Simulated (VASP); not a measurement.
# Zr2N (P4_2/mnm) in VASP: further runs

Zr2N is run at these levels: LDA; tasks: single point, relaxation of shape and atoms at fixed volume.

Everything below comes from runs of VASP 6.6.1. Logs are shortened: lines on timing, memory, paths and dates and some standing lists are left out, and cuts for length are marked.

### Step 1. The cell of the first run

Symmetry: P4_2/mnm, No. 136, tetragonal system. Conventional cell: a = 5.295 Å, b = 5.295 Å, c = 3.231 Å, α = 90.00°, β = 90.00°, γ = 90.00°. Within 2.9 Å of Zr (site symmetry m2m) lie 3 N at 2.21 to 2.23 Å. N (site symmetry mmm) has 6 Zr at 2.21 to 2.23 Å within 2.9 Å.

### Step 2. Single point, LDA (15.10 Å³/atom)

The input, INCAR:

```
ALGO = Normal
EDIFF = 1E-6
ENCUT = 520
ISIF = 2
ISMEAR = -1
LASPH = True
LCHARG = True
LELF = True
LREAL = False
LVHAR = True
LWAVE = False
NBANDS = 38
NELM = 80
PREC = Accurate
SIGMA = 0.15
```

The input, KPOINTS:

```
k-points
0
Gamma
  8 8 12
```

The input, POSCAR:

```
Zr2N
1.0
    5.2950006535      0.0000000000      0.0000000000
    0.0000000000      5.2950006535      0.0000000000
    0.0000000000      0.0000000000      3.2310686838
Zr N
4 2
Direct
    0.2953585937      0.2953585937      0.0000000000
    0.7046414063      0.7046414063      0.0000000000
    0.7953585937      0.2046414063      0.5000000000
    0.2046414063      0.7953585937      0.5000000000
    0.0000000000      0.0000000000      0.0000000000
    0.5000000000      0.5000000000      0.5000000000
```

Potentials or basis: VASP PAW LDA potentials, release 64 (Zr_sv, N).

The run is started by

```bash
$ cat potpaw_LDA.64/Zr_sv/POTCAR potpaw_LDA.64/N/POTCAR > POTCAR
$ mpirun -np 1 vasp_std > vasp.out
```

OUTCAR:

```text
EDIFF = 1E-6
   ENCUT = 520
   ISIF = 2
   ISMEAR = -1
   LASPH = True
   LREAL = False
   NELM = 80
   PREC = Accurate

 ion  position               nearest neighbor table
   1  0.295  0.295  0.000-   5 2.21   6 2.23   6 2.23   2 3.06   4 3.14   3 3.14   4 3.14   3 3.14
                             4 3.14   4 3.14   3 3.14   3 3.14   2 3.81   2 3.81
   2  0.705  0.705  0.000-   5 2.21   6 2.23   6 2.23   1 3.06   4 3.14   3 3.14   4 3.14   3 3.14
                             3 3.14   3 3.14   4 3.14   4 3.14   1 3.81   1 3.81
   3  0.795  0.205  0.500-   6 2.21   5 2.23   5 2.23   4 3.06   1 3.14   1 3.14   2 3.14   2 3.14
                             2 3.14   2 3.14   1 3.14   1 3.14   4 3.81   4 3.81
   4  0.205  0.795  0.500-   6 2.21   5 2.23   5 2.23   3 3.06   1 3.14   1 3.14   2 3.14   2 3.14
                             1 3.14   1 3.14   2 3.14   2 3.14   3 3.81   3 3.81
   5  0.000  0.000  0.000-   1 2.21   2 2.21   3 2.23   4 2.23   3 2.23   4 2.23
   6  0.500  0.500  0.500-   3 2.21   4 2.21   1 2.23   2 2.23   1 2.23   2 2.23

  LATTYP: Found a simple tetragonal cell.
 ALAT       =     5.2950006535
 C/A-ratio  =     0.6102111964

  Lattice vectors:

 A1 = (   5.2950006535,   0.0000000000,   0.0000000000)
 A2 = (   0.0000000000,   5.2950006535,   0.0000000000)
 A3 = (   0.0000000000,   0.0000000000,   3.2310686838)

Analysis of symmetry for initial positions (statically):
=====================================================================
 Subroutine PRICEL returns:
 Original cell was already a primitive cell.

 Routine SETGRP: Setting up the symmetry group for a
 simple tetragonal supercell.

 Subroutine GETGRP returns: Found 16 space group operations
 (whereof  8 operations were pure point group operations)
 out of a pool of 16 trial point group operations.

The static configuration has the point symmetry D_2h.
 The point group associated with its full space group is D_4h.

Analysis of symmetry for dynamics (positions and initial velocities):
=====================================================================
 Subroutine PRICEL returns:
 Original cell was already a primitive cell.

 Routine SETGRP: Setting up the symmetry group for a
 simple tetragonal supercell.

 Subroutine GETGRP returns: Found 16 space group operations
 (whereof  8 operations were pure point group operations)
 out of a pool of 16 trial point group operations.

The dynamic configuration has the point symmetry D_2h.
 The point group associated with its full space group is D_4h.

 Subroutine INISYM returns: Found 16 space group operations
[... 104 lines left out ...]
   NELM   =     80;   NELMIN=  2; NELMDL= -5     # of ELM steps
   EDIFF  = 0.1E-05   stopping-criterion for ELM
   LREAL  =      F    real-space projection
   EDIFFG = 0.1E-04   stopping-criterion for IOM
   NSW    =      0    number of steps for IOM
   IBRION =     -1    ionic relax: 0-MD 1-quasi-New 2-CG
   NFREE  =      0    steps in history (QN), initial steepest desc. (CG)
   ISIF   =      2    stress and relaxation
   ISYM   =      2    0-nonsym 1-usesym 2-fastsym
   POTIM  = 0.5000    time-step for ionic-motion
   TEBEG  =    0.0;   TEEND  =   0.0 temperature during run
   PSTRESS=    0.0 pullay stress
   NELECT =      58.0000    total number of electrons
   NUPDOWN=      -1.0000    fix difference up-down
   EMIN   =  10.00;   EMAX   =-10.00  energy-range for DOS
   EFERMI =   0.00;   METHOD = LEGACY
   ISMEAR =    -1;   SIGMA  =   0.15  broadening in eV -4-tet -1-fermi 0-gaus
   EFERMI_NEDOS =   21; number of points for ismear=-14 and -15
   IALGO  =     38    algorithm
   IMIX   =      4    mixing-type and parameters
     AMIX     =   0.40;   BMIX     =  1.00
     AMIX_MAG =   1.60;   BMIX_MAG =  1.00
  volume/ion in A,a.u.               =      15.10       101.89
  Fermi-wavevector in a.u.,A,eV,Ry     =   1.410993  2.666389 27.087843  1.990900
  Thomas-Fermi vector in A             =   2.532890
   LORBIT       =      0    0 simple, 1 ext, 2 COOP (PROOUT), +10 PAW based schemes
   GGA     = CA    functional components
   LHFCALC =     F    Hartree Fock is set to
   AEXX    =    0.0000 exact exchange contribution
   IVDW    =     0    specifies the selected vdW correction
   LEPSILON=     F    determine dielectric tensor
   LRPA    =     F    only Hartree local field effects (RPA)
 non-spin polarized calculation
  energy-cutoff  :      520.00
  volume of cell :       90.59
 maximum number of plane-waves:      2480
 NGX is ok and might be reduce to    40
   NGX = 19   NGY = 19   NGZ = 13

 number of electron      58.0000002 magnetization

 Free energy of the ion-electron system (eV)
  ---------------------------------------------------
  ext. energy  EPLUGINS =         0.00000000
  ---------------------------------------------------
  free energy    TOTEN  =       -64.00628263 eV

  energy without entropy =      -63.77568950  energy(sigma->0) =      -63.89098606

 E-fermi :  10.3141     XC(G=0): -12.2541

 val. band max:       10.3003897863   @ k =   0.3750   0.2500   0.3333
 cond. band min:      10.3146203053   @ k =   0.1250   0.0000   0.1667
 fundamental gap:      0.0142305190
 Fermi energy:        10.3141007359

 k-point     1 :       0.0000    0.0000    0.0000
  band No.  band energies     occupation
      1     -37.9641      2.00000
      2     -37.7756      2.00000
      3     -37.7756      2.00000
      4     -37.6942      2.00000
      5     -17.2652      2.00000
      6     -16.5233      2.00000
[... 973 lines left out ...]
     37      13.8934      0.00000
     38      13.8934      0.00000

 [... further k-points ...]
[... 5 lines left out ...]
  --------------------------------------------------------------------------------------
  -------------------------------------------------------------------------------------
  Total        2.6219571      2.6219571      2.6415338      0.0000000      0.0000000      0.0000000
  in kB       46.3722250     46.3722250     46.7184604      0.0000000      0.0000000      0.0000000
  external PRESSURE =      46.4876368 kB  Pullay stress =       0.0000000 kB

 VOLUME and BASIS-vectors are now :
 -----------------------------------------------------------------------------
  energy-cutoff  :      520.00
  volume of cell :       90.59
      direct lattice vectors                 reciprocal lattice vectors
     5.295000653  0.000000000  0.000000000     0.188857389  0.000000000  0.000000000
     0.000000000  5.295000653  0.000000000     0.000000000  0.188857389  0.000000000
     0.000000000  0.000000000  3.231068684     0.000000000  0.000000000  0.309495123

 POSITION                                       TOTAL-FORCE (eV/Angst)
 -----------------------------------------------------------------------------------
      1.56392      1.56392      0.00000        -0.006177     -0.006177      0.000000
      3.73108      3.73108      0.00000         0.006177      0.006177     -0.000000
      4.21142      1.08358      1.61553        -0.006177      0.006177     -0.000000
      1.08358      4.21142      1.61553         0.006177     -0.006177     -0.000000
      0.00000      0.00000      0.00000         0.000000      0.000000     -0.000000
      2.64750      2.64750      1.61553         0.000000      0.000000     -0.000000
 -----------------------------------------------------------------------------------
    total drift:                               -0.000000      0.000000     -0.000000

  FREE ENERGIE OF THE ION-ELECTRON SYSTEM (eV)
  ---------------------------------------------------
  free  energy   TOTEN  =       -64.0062826267 eV

  energy  without entropy=      -63.7756894968  energy(sigma->0) =      -63.89098606
```

stdout:

```text
POSCAR found type information on POSCAR ZrN
 POSCAR found :  2 types and       6 ions
 scaLAPACK will be used
 LDA part: xc-table for (Slater(with rela. corr.)+CA(PZ))
 , standard interpolation
 POSCAR, INCAR and KPOINTS ok, starting setup
 FFT: planning ... GRIDC
 FFT: planning ... GRID_SOFT
 FFT: planning ... GRID
 WAVECAR not read
 entering main loop
```

Run time: 2.7 min. Hardware: 1 thread of Intel Xeon Platinum 8488C (Sapphire Rapids), shared host; peak memory 0.36 GiB.

What came out:

```
Free energy            : -64.0063 eV
Pressure               : 4.6 GPa
Largest force          : 0.009 eV/Å
Band gap on the k mesh : zero (bands 29 and 30 overlap by 2.67 eV)
```

Forces in eV/Å, atoms in the order of the input:
```
Zr  -0.006 -0.006  0.000
Zr   0.006  0.006  0.000
Zr  -0.006  0.006  0.000
Zr   0.006 -0.006  0.000
N    0.000  0.000  0.000
N    0.000  0.000  0.000
```

Caveat: the cell stands under pressure.

### Step 3. Single point, LDA (15.71 Å³/atom)

This run uses another cell than the first one, of 15.71 Å³/atom.

The input, INCAR:

```
SYSTEM = Zr2N
PREC     = Accurate       ! precision mode
ENCUT    = 520            ! plane-wave cutoff, eV
EDIFF    = 1E-6           ! SCF threshold, eV
ISMEAR   = -1             ! smearing method
SIGMA    = 0.15           ! smearing width, eV
LREAL    = .False.        ! projectors in reciprocal space
LASPH    = .True.         ! aspherical terms in the spheres
NELM     = 80             ! most SCF steps
ALGO     = Normal         ! electronic algorithm
ISIF     = 2              ! what is computed and relaxed
LWAVE    = .False.        ! write WAVECAR
LCHARG   = .False.        ! write CHGCAR
NBANDS   = 38             ! bands
```

The input, KPOINTS:

```
Automatic mesh
0
Gamma
  8 8 12
  0 0 0
```

The input, POSCAR:

```
Zr2N
1.0
    5.3687160692      0.0000000000      0.0000000000
    0.0000000000      5.3687160692      0.0000000000
    0.0000000000      0.0000000000      3.2712327792
Zr N
4 2
Direct
    0.2961873095      0.2961873095      0.0000000000
    0.7038126905      0.7038126905      0.0000000000
    0.7961873095      0.2038126905      0.5000000000
    0.2038126905      0.7961873095      0.5000000000
    0.0000000000      0.0000000000      0.0000000000
    0.5000000000      0.5000000000      0.5000000000
```

Potentials or basis: VASP PAW LDA potentials, release 64 (Zr_sv, N).

The run is started by

```bash
$ cat potpaw_LDA.64/Zr_sv/POTCAR potpaw_LDA.64/N/POTCAR > POTCAR
$ mpirun -np 1 vasp_std > vasp.out
```

OUTCAR:

```text
SYSTEM = Zr2N
   PREC = Accurate
   ENCUT = 520
   EDIFF = 1E-6
   ISMEAR = -1
   LREAL = .False.
   LASPH = .True.
   NELM = 80
   ISIF = 2

 ion  position               nearest neighbor table
   1  0.296  0.296  0.000-   5 2.25   6 2.25   6 2.25   2 3.09   4 3.18   3 3.18   4 3.18   3 3.18
                             4 3.18   4 3.18   3 3.18   3 3.18   2 3.86   2 3.86
   2  0.704  0.704  0.000-   5 2.25   6 2.25   6 2.25   1 3.09   4 3.18   3 3.18   4 3.18   3 3.18
                             3 3.18   3 3.18   4 3.18   4 3.18   1 3.86   1 3.86
   3  0.796  0.204  0.500-   6 2.25   5 2.25   5 2.25   4 3.09   1 3.18   1 3.18   2 3.18   2 3.18
                             2 3.18   2 3.18   1 3.18   1 3.18   4 3.86   4 3.86
[... 1198 lines left out ...]
  Total       -1.9258097     -1.9258097     -1.9073452      0.0000000      0.0000000      0.0000000
  in kB      -32.7243945    -32.7243945    -32.4106368      0.0000000      0.0000000      0.0000000
  external PRESSURE =     -32.6198086 kB  Pullay stress =       0.0000000 kB

 VOLUME and BASIS-vectors are now :
 -----------------------------------------------------------------------------
  energy-cutoff  :      520.00
  volume of cell :       94.29
      direct lattice vectors                 reciprocal lattice vectors
     5.368716069  0.000000000  0.000000000     0.186264274  0.000000000  0.000000000
     0.000000000  5.368716069  0.000000000     0.000000000  0.186264274  0.000000000
     0.000000000  0.000000000  3.271232779     0.000000000  0.000000000  0.305695151

 POSITION                                       TOTAL-FORCE (eV/Angst)
 -----------------------------------------------------------------------------------
      1.59015      1.59015      0.00000        -0.005970     -0.005970      0.000000
      3.77857      3.77857      0.00000         0.005970      0.005970     -0.000000
      4.27450      1.09421      1.63562        -0.005970      0.005970     -0.000000
      1.09421      4.27450      1.63562         0.005970     -0.005970     -0.000000
      0.00000      0.00000      0.00000         0.000000     -0.000000     -0.000000
      2.68436      2.68436      1.63562         0.000000     -0.000000     -0.000000
 -----------------------------------------------------------------------------------
    total drift:                                0.000000     -0.000000     -0.000000

  FREE ENERGIE OF THE ION-ELECTRON SYSTEM (eV)
  ---------------------------------------------------
  free  energy   TOTEN  =       -64.0215977076 eV

  energy  without entropy=      -63.7886781057  energy(sigma->0) =      -63.90513791
```

Wall time 2.7 min (1 thread of Intel Xeon Platinum 8488C (Sapphire Rapids), shared host); peak memory 0.36 GiB.

What came out:

```
Free energy            : -64.0216 eV
Pressure               : -3.3 GPa
Largest force          : 0.008 eV/Å
Band gap on the k mesh : zero (bands 29 and 30 overlap by 2.58 eV)
```

Forces on the atoms (eV/Å):
```
Zr  -0.006 -0.006  0.000
Zr   0.006  0.006  0.000
Zr  -0.006  0.006  0.000
Zr   0.006 -0.006  0.000
N    0.000  0.000  0.000
N    0.000  0.000  0.000
```

Levels at points of the mesh, in eV from the Fermi level:
```csv
k point,band 28,band 29,band 30,band 31,band 32,band 33
"(0.00, 0.00, 0.00)",0.51,0.71,1.00,1.00,1.25,1.35
"(0.50, 0.00, 0.00)",-1.01,1.43,1.43,1.48,1.48,1.71
"(0.50, 0.50, 0.00)",-1.13,0.91,0.91,1.32,1.32,1.59
"(0.00, 0.00, 0.50)",-1.16,-1.15,-1.15,1.91,1.91,3.08
"(0.50, 0.00, 0.50)",-0.87,-0.78,-0.78,1.50,1.50,3.36
"(0.50, 0.50, 0.50)",-0.98,-0.23,-0.23,1.15,1.15,2.67
```

Caveat: the cell stands under tension.

### Step 4. Relaxation of shape and atoms at fixed volume, LDA (15.10 Å³/atom)

The input, INCAR:

```
ALGO = Normal
EDIFF = 1E-6
EDIFFG = -0.001
ENCUT = 600
IBRION = 2
ISIF = 4
ISMEAR = -1
LASPH = True
LCHARG = False
LREAL = False
LWAVE = False
NELM = 60
NSW = 80
PREC = Accurate
SIGMA = 0.15
```

The input, KPOINTS:

```
k-points
0
Gamma
  8 8 12
```

The input, POSCAR:

```
Zr2N
1.0
    5.2961375266      0.0000000000      0.0000000000
    0.0000000000      5.2961375266      0.0000000000
    0.0000000000      0.0000000000      3.2296816651
Zr N
4 2
Direct
    0.2957569113      0.2957569113      0.0000000000
    0.7042430887      0.7042430887      0.0000000000
    0.7957569113      0.2042430887      0.5000000000
    0.2042430887      0.7957569113      0.5000000000
    0.0000000000      0.0000000000      0.0000000000
    0.5000000000      0.5000000000      0.5000000000
```

The run is started by

```bash
$ cat potpaw_LDA.64/Zr_sv/POTCAR potpaw_LDA.64/N/POTCAR > POTCAR
$ mpirun -np 1 vasp_std > vasp.out
```

It took 29 min on 1 thread of Intel Xeon 8259CL, shared host; peak memory 0.41 GiB.

The run converged. Its results:

```yaml
Free_energy: -64.0069 eV
Energy_gained_by_relaxing: 0.1 meV/atom
Ionic_steps: 9
Pressure_after_relaxing: 4.6 GPa
Band_gap_on_the_k_mesh: zero (bands 29 and 30 overlap by 2.67 eV)
```

The path:
| step | energy change (eV) | largest force (eV/Å) | pressure (GPa) | volume (Å³) |
| --- | --- | --- | --- | --- |
| 1 | 0.0000 | 0.0575 | 4.69 | 90.59 |
| 2 | -0.0004 | 0.0123 | 4.63 | 90.59 |
| 3 | -0.0004 | 0.0027 | 4.62 | 90.59 |
| 4 | -0.0004 | 0.0004 | 4.62 | 90.59 |
| 5 | -0.0004 | 0.0000 | 4.62 | 90.59 |
| 6 | -0.0004 | 0.0004 | 4.62 | 90.59 |
| 7 | -0.0004 | 0.0004 | 4.62 | 90.59 |
| 8 | -0.0004 | 0.0002 | 4.62 | 90.59 |
| 9 | -0.0004 | 0.0000 | 4.62 | 90.59 |

Final structure:
```cif
data_structure
_symmetry_space_group_name_H-M 'P 1'
_symmetry_Int_Tables_number 1
_cell_length_a 5.2948
_cell_length_b 5.2948
_cell_length_c 3.2314
_cell_angle_alpha 90.000
_cell_angle_beta 90.000
_cell_angle_gamma 90.000
_cell_volume 90.59
loop_
_atom_site_label
_atom_site_type_symbol
_atom_site_fract_x
_atom_site_fract_y
_atom_site_fract_z
_atom_site_occupancy
Zr1 Zr 0.29529 0.29529 0.00000 1
Zr2 Zr 0.70471 0.70471 0.00000 1
Zr3 Zr 0.79529 0.20471 0.50000 1
Zr4 Zr 0.20471 0.79529 0.50000 1
N1 N 0.00000 0.00000 0.00000 1
N2 N 0.50000 0.50000 0.50000 1
```

Levels at points of the mesh, in eV from the Fermi level:
```csv
k point,band 28,band 29,band 30,band 31,band 32,band 33
"(0.00, 0.00, 0.00)",0.52,0.69,1.04,1.04,1.34,1.37
"(0.50, 0.00, 0.00)",-1.06,1.50,1.50,1.51,1.51,1.80
"(0.50, 0.50, 0.00)",-1.19,0.89,0.89,1.35,1.35,1.64
"(0.00, 0.00, 0.50)",-1.19,-1.17,-1.17,1.95,1.95,3.19
"(0.50, 0.00, 0.50)",-0.86,-0.80,-0.80,1.55,1.55,3.49
"(0.50, 0.50, 0.50)",-1.08,-0.15,-0.15,1.25,1.25,2.81
```

### Step 5. The runs side by side

```csv
task,cell,cutoff (eV),gap on the mesh (eV),pressure (GPa),largest force (eV/Å)
single point,"a = 5.295, b = 5.295, c = 3.231 Å, 6 atoms, atomic positions A",520,none,4.6,0.01
single point,"a = 5.369, b = 5.369, c = 3.271 Å, 6 atoms, atomic positions B",520,none,-3.3,0.01
relaxation of shape and atoms at fixed volume,"relaxed from a = 5.296, b = 5.296, c = 3.230 Å, 6 atoms, atomic positions C",600,none,4.6,-
```

Alike in all rows: level LDA; potentials or basis VASP PAW LDA potentials, release 64 (Zr_sv, N); no spin polarisation; k mesh 8 × 8 × 12; smearing fermi-dirac 0.15 eV.

Caveats: the cell stands under pressure (at least some runs); the cell stands under tension (at least some runs).

Total energies depend on the potentials used, so only differences within one code and one set of settings carry meaning.
